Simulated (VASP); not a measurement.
# KF in VASP: a series of runs, part 2 of 2

VASP 6.6.1. Earlier steps stand in the parts before.

## Step 4: Single point, r2SCAN (strain along [111] -0.5%)

Contents of POSCAR:

```
KF
1.0
   -0.0088632019      2.6500973535      2.6500973535
    2.6500973535     -0.0088632019      2.6500973535
    2.6500973535      2.6500973535     -0.0088632019
K F
1 1
Direct
    0.0000000000      0.0000000000      0.0000000000
    0.5000000000      0.5000000000      0.5000000000
```

Contents of INCAR.step1:

```
  PREC = Accurate
  ENCUT = 520
  ISMEAR = 0
  SIGMA = 0.01
  LREAL = False
  LASPH = True
  NELM = 60
  NBANDS = 15
  GGA = PE
  ALGO = Normal
  EDIFF = 1E-4
  LWAVE = True
  LCHARG = False
```

Contents of INCAR.step2:

```
  PREC = Accurate
  ENCUT = 520
  EDIFF = 1E-6
  ISMEAR = 0
  SIGMA = 0.01
  LREAL = False
  LASPH = True
  NELM = 60
  ALGO = Normal
  ISIF = 2
  LWAVE = False
  LCHARG = True
  METAGGA = R2SCAN
  LMIXTAU = True
  LELF = True
  LVHAR = True
  NBANDS = 15
  ISTART = 1
```

Contents of KPOINTS:

```
regular mesh
0
Gamma
  8 8 8
```

Potentials or basis: VASP PAW PBE potentials, release 64 (K_sv, F).

Started as:

```sh
cat potpaw_PBE.64/K_sv/POTCAR potpaw_PBE.64/F/POTCAR > POTCAR
cp INCAR.step1 INCAR
mpirun -np 1 vasp_std > vasp.out
cp INCAR.step2 INCAR
mpirun -np 1 vasp_std > vasp.out
```

OUTCAR:

```text
PREC = Accurate
   ENCUT = 520
   EDIFF = 1E-6
   ISMEAR = 0
   LREAL = False
   LASPH = True
   NELM = 60
   ISIF = 2
   METAGGA = R2SCAN
   ISTART = 1

 ion  position               nearest neighbor table
   1  0.000  0.000  0.000-   2 2.65   2 2.65   2 2.65   2 2.65   2 2.65   2 2.65
   2  0.500  0.500  0.500-   1 2.65   1 2.65   1 2.65   1 2.65   1 2.65   1 2.65

  LATTYP: Found a trigonal (rhomboedric) cell.
 ALAT       =     3.7478140992
 COS(alpha) =     0.4966527407

  Lattice vectors:

 A1 = (  -0.0088632019,   2.6500973535,   2.6500973535)
 A2 = (   2.6500973535,  -0.0088632019,   2.6500973535)
 A3 = (   2.6500973535,   2.6500973535,  -0.0088632019)

Analysis of symmetry for initial positions (statically):
=====================================================================
 Subroutine PRICEL returns:
 Original cell was already a primitive cell.

 Routine SETGRP: Setting up the symmetry group for a
 trigonal (rhombohedral) supercell.

 Subroutine GETGRP returns: Found 12 space group operations
 (whereof 12 operations were pure point group operations)
 out of a pool of 12 trial point group operations.

The static configuration has the point symmetry D_3d.

Analysis of symmetry for dynamics (positions and initial velocities):
=====================================================================
 Subroutine PRICEL returns:
 Original cell was already a primitive cell.

 Routine SETGRP: Setting up the symmetry group for a
 trigonal (rhombohedral) supercell.

 Subroutine GETGRP returns: Found 12 space group operations
 (whereof 12 operations were pure point group operations)
 out of a pool of 12 trial point group operations.

The dynamic configuration has the point symmetry D_3d.

 Subroutine INISYM returns: Found 12 space group operations
 (whereof 12 operations are pure point group operations),
 and found     1 'primitive' translations

----------------------------------------------------------------------------------------

                                     Primitive cell

[... 121 lines left out ...]
 non-spin polarized calculation
 Gauss-broadening in eV      SIGMA  =   0.01
  energy-cutoff  :      520.00
  volume of cell :       37.41
 maximum number of plane-waves:      1022
   NGX = 13   NGY = 13   NGZ = 13

 number of electron      16.0000012 magnetization

 Free energy of the ion-electron system (eV)
  ---------------------------------------------------
  ext. energy  EPLUGINS =         0.00000000
  ---------------------------------------------------
  free energy    TOTEN  =       -14.97256758 eV

  energy without entropy =      -14.97256758  energy(sigma->0) =      -14.97256758

 E-fermi :  -3.2445     XC(G=0):  -8.9972

 val. band max:       -3.2956154747   @ k =   0.0000   0.0000   0.0000
 cond. band min:       3.6361610734   @ k =   0.0000   0.0000   0.0000
 fundamental gap:      6.9317765481
 Fermi energy:        -3.2445131436

 k-point     1 :       0.0000    0.0000    0.0000
  band No.  band energies     occupation
      1     -30.3678      2.00000
      2     -23.0979      2.00000
      3     -12.8393      2.00000
      4     -12.8393      2.00000
      5     -12.8374      2.00000
      6      -3.3002      2.00000
      7      -3.3002      2.00000
      8      -3.2956      2.00000
      9       3.6362      0.00000
     10       8.1892      0.00000
     11       8.1892      0.00000
     12       8.2434      0.00000
     13      10.0960      0.00000
     14      10.0960      0.00000
[... 401 lines left out ...]
      2     -23.1595      2.00000
      3     -13.0262      2.00000
      4     -12.9433      2.00000
      5     -12.8473      2.00000
      6      -3.8571      2.00000
      7      -3.5843      2.00000
      8      -3.4213      2.00000
      9       5.7966      0.00000
     10       7.2722      0.00000
     11       9.2353      0.00000
     12       9.4170      0.00000
     13      10.8962      0.00000
     14      11.2442      0.00000
     15      16.0607      0.00000

 [... further k-points ...]

------------------------ aborting loop because EDIFF is reached ----------------------------------------

  FORCE on cell =-STRESS in cart. coord.  units (eV):
  Direction    XX          YY          ZZ          XY          YZ          ZX
  --------------------------------------------------------------------------------------
  -------------------------------------------------------------------------------------
  Total        0.0370333      0.0370333      0.0370333      0.0094889      0.0094889      0.0094889
  in kB        1.5860399      1.5860399      1.5860399      0.4063838      0.4063838      0.4063838
  external PRESSURE =       1.5860399 kB  Pullay stress =       0.0000000 kB

 VOLUME and BASIS-vectors are now :
 -----------------------------------------------------------------------------
  energy-cutoff  :      520.00
  volume of cell :       37.41
      direct lattice vectors                 reciprocal lattice vectors
    -0.008863202  2.650097354  2.650097354    -0.187728426  0.188358387  0.188358387
     2.650097354 -0.008863202  2.650097354     0.188358387 -0.187728426  0.188358387
     2.650097354  2.650097354 -0.008863202     0.188358387  0.188358387 -0.187728426

 POSITION                                       TOTAL-FORCE (eV/Angst)
 -----------------------------------------------------------------------------------
      0.00000      0.00000      0.00000         0.000000      0.000000      0.000000
      2.64567      2.64567      2.64567        -0.000000     -0.000000     -0.000000
 -----------------------------------------------------------------------------------
    total drift:                                0.000000      0.000000      0.000000

  FREE ENERGIE OF THE ION-ELECTRON SYSTEM (eV)
  ---------------------------------------------------
  free  energy   TOTEN  =       -14.9725675759 eV

  energy  without entropy=      -14.9725675759  energy(sigma->0) =      -14.97256758
```

OUTCAR.step1:

```text
PREC = Accurate
   ENCUT = 520
   ISMEAR = 0
   LREAL = False
   LASPH = True
[... 654 lines left out ...]
      0.00000      0.00000      0.00000        -0.000000      0.000000      0.000000
      2.64567      2.64567      2.64567         0.000000     -0.000000     -0.000000
 -----------------------------------------------------------------------------------
    total drift:                                0.000000      0.000000      0.000000

  FREE ENERGIE OF THE ION-ELECTRON SYSTEM (eV)
  ---------------------------------------------------
  free  energy   TOTEN  =        -8.2809209342 eV

  energy  without entropy=       -8.2809209342  energy(sigma->0) =       -8.28092093
```

It took 1.8 min on 1 thread of AMD EPYC 7R13 (Zen 3), shared host; peak memory 0.15 GiB.

What came out:

* Free energy: -14.9726 eV
* Pressure: 0.2 GPa
* Band gap on the k mesh: 6.93 eV, direct

Caveat: the cell differs from its parent crystal (strain along [111] -0.5%); the PAW data sets were made with another functional, which shifts forces and pressure a little. A k mesh can miss the band edges.

## Step 5: Single point, r2SCAN (shear xy strain +2.0%)

Contents of POSCAR:

```
KF
1.0
    0.0265896056      2.6589605554      2.6589605554
    2.6589605554      0.0265896056      2.6589605554
    2.6855501609      2.6855501609     -0.0000000001
K F
1 1
Direct
    0.0000000000      0.0000000000      0.0000000000
    0.5000000000      0.5000000000      0.5000000000
```

Contents of INCAR.step1:

```
SYSTEM = KF
ALGO = Normal
EDIFF = 1E-4
ENCUT = 520
GGA = PE
ISMEAR = 0
LASPH = .TRUE.
LCHARG = .FALSE.
LREAL = .FALSE.
LWAVE = .TRUE.
NBANDS = 15
NELM = 80
PREC = Accurate
SIGMA = 0.01
```

Contents of INCAR.step2:

```
SYSTEM = KF
ALGO = Normal
EDIFF = 1E-7
ENCUT = 520
ISIF = 2
ISMEAR = 0
ISTART = 1
LASPH = .TRUE.
LCHARG = .FALSE.
LMIXTAU = .TRUE.
LREAL = .FALSE.
LWAVE = .FALSE.
METAGGA = R2SCAN
NBANDS = 15
NELM = 80
PREC = Accurate
SIGMA = 0.01
```

Contents of KPOINTS:

```
k-points
0
G
  8 8 8
  0 0 0
```

Potentials or basis: VASP PAW PBE potentials, release 64 (K_sv, F).

Started as:

```sh
cat potpaw_PBE.64/K_sv/POTCAR potpaw_PBE.64/F/POTCAR > POTCAR
cp INCAR.step1 INCAR
mpirun -np 1 vasp_std > vasp.out
cp INCAR.step2 INCAR
mpirun -np 1 vasp_std > vasp.out
```

OUTCAR:

```text
SYSTEM = KF
   EDIFF = 1E-7
   ENCUT = 520
   ISIF = 2
   ISMEAR = 0
   ISTART = 1
   LASPH = .TRUE.
   LREAL = .FALSE.
   METAGGA = R2SCAN
   NELM = 80
   PREC = Accurate

 ion  position               nearest neighbor table
   1  0.000  0.000  0.000-   2 2.66   2 2.66   2 2.66   2 2.66   2 2.66   2 2.66
   2  0.500  0.500  0.500-   1 2.66   1 2.66   1 2.66   1 2.66   1 2.66   1 2.66

  LATTYP: Found a body centered orthorhombic cell.
 ALAT       =     3.7227346984
 B/A-ratio  =     1.0202020202
 C/A-ratio  =     1.4284985479

  Lattice vectors:

 A1 = (   2.6589605553,   0.0265896055,  -2.6589605555)
 A2 = (  -2.6589605554,  -0.0265896056,  -2.6589605554)
 A3 = (   0.0265896056,   2.6589605554,   2.6589605554)

Analysis of symmetry for initial positions (statically):
=====================================================================
 Subroutine PRICEL returns:
 Original cell was already a primitive cell.

 Routine SETGRP: Setting up the symmetry group for a
 body centered orthorhombic supercell.

 Subroutine GETGRP returns: Found  8 space group operations
 (whereof  8 operations were pure point group operations)
 out of a pool of  8 trial point group operations.

[... 177 lines left out ...]
      7      -3.3112      2.00000
      8      -3.3012      2.00000
      9       3.5965      0.00000
     10       8.0746      0.00000
     11       8.1787      0.00000
     12       8.2886      0.00000
     13      10.0646      0.00000
     14      10.0650      0.00000
[... 401 lines left out ...]
      2     -23.1446      2.00000
      3     -12.9957      2.00000
      4     -12.9313      2.00000
      5     -12.9039      2.00000
      6      -3.7411      2.00000
      7      -3.4232      2.00000
      8      -3.3912      2.00000
      9       5.0063      0.00000
     10       7.1239      0.00000
     11       9.0267      0.00000
     12       9.1820      0.00000
     13      10.4669      0.00000
     14      10.5618      0.00000
     15      16.3783      0.00000

 [... further k-points ...]

------------------------ aborting loop because EDIFF is reached ----------------------------------------

  FORCE on cell =-STRESS in cart. coord.  units (eV):
  Direction    XX          YY          ZZ          XY          YZ          ZX
  --------------------------------------------------------------------------------------
  -------------------------------------------------------------------------------------
  Total       -0.0080387     -0.0080387     -0.0094954     -0.0577452      0.0000000      0.0000000
  in kB       -0.3425879     -0.3425879     -0.4046719     -2.4609582      0.0000000      0.0000000
  external PRESSURE =      -0.3632826 kB  Pullay stress =       0.0000000 kB

 VOLUME and BASIS-vectors are now :
 -----------------------------------------------------------------------------
  energy-cutoff  :      520.00
  volume of cell :       37.59
      direct lattice vectors                 reciprocal lattice vectors
     0.026589606  2.658960555  2.658960555    -0.189942835  0.189942835  0.188043406
     2.658960555  0.026589606  2.658960555     0.189942835 -0.189942835  0.188043406
     2.685550161  2.685550161 -0.000000000     0.186181590  0.186181590 -0.188043406

 POSITION                                       TOTAL-FORCE (eV/Angst)
 -----------------------------------------------------------------------------------
      0.00000      0.00000      0.00000        -0.000000     -0.000000      0.000000
      2.68555      2.68555      2.65896         0.000000      0.000000     -0.000000
 -----------------------------------------------------------------------------------
    total drift:                                0.000000      0.000000      0.000000

  FREE ENERGIE OF THE ION-ELECTRON SYSTEM (eV)
  ---------------------------------------------------
  free  energy   TOTEN  =       -14.9723752409 eV

  energy  without entropy=      -14.9723752409  energy(sigma->0) =      -14.97237524
```

OUTCAR.step1:

```text
SYSTEM = KF
   EDIFF = 1E-4
   ENCUT = 520
   GGA = PE
   ISMEAR = 0
   LASPH = .TRUE.
   LREAL = .FALSE.
[... 654 lines left out ...]
      0.00000      0.00000      0.00000        -0.000000      0.000000     -0.000000
      2.68555      2.68555      2.65896         0.000000     -0.000000      0.000000
 -----------------------------------------------------------------------------------
    total drift:                                0.000000      0.000000      0.000000

  FREE ENERGIE OF THE ION-ELECTRON SYSTEM (eV)
  ---------------------------------------------------
  free  energy   TOTEN  =        -8.2829760658 eV

  energy  without entropy=       -8.2829760658  energy(sigma->0) =       -8.28297607
```

It took 2.7 min on 1 thread of AMD EPYC 7R13 (Zen 3), shared host; peak memory 0.16 GiB.

Results:

```
Free energy            : -14.9724 eV
Pressure               : 0.0 GPa
Band gap on the k mesh : 6.90 eV, direct
```

Stress tensor (GPa, compression positive):
```
-0.03 -0.25  0.00
-0.25 -0.03  0.00
 0.00  0.00 -0.04
```

Caveat: the cell differs from its parent crystal (shear xy strain +2.0%); the PAW data sets were made with another functional, which shifts forces and pressure a little.

## Step 6: Summary

```csv
level,cell,smearing,gap on the mesh (eV),pressure (GPa)
PBE,"a = 3.760, b = 3.760, c = 3.798 Å, angles 59.7, 59.7, 59.3°, 2 atoms",fermi-dirac 0.02 eV,6.23,2.0
r2SCAN,"a = 3.765 Å, angles 59.6°, 2 atoms",gaussian 0.01 eV,6.93,0.2
r2SCAN,"a = 3.748 Å, angles 60.2°, 2 atoms",gaussian 0.01 eV,6.93,0.2
r2SCAN,"a = 3.760, b = 3.760, c = 3.798 Å, angles 59.7, 59.7, 59.3°, 2 atoms",gaussian 0.01 eV,6.90,0.0
```

Alike in all rows: task single point; potentials or basis VASP PAW PBE potentials, release 64 (K_sv, F); no spin polarisation; k mesh 8 × 8 × 8; cutoff (eV) 520.

Caveats: the PAW data sets were made with another functional, which shifts forces and pressure a little (some runs).

Total energies depend on the potentials used, so only differences within one code and one set of settings carry meaning.
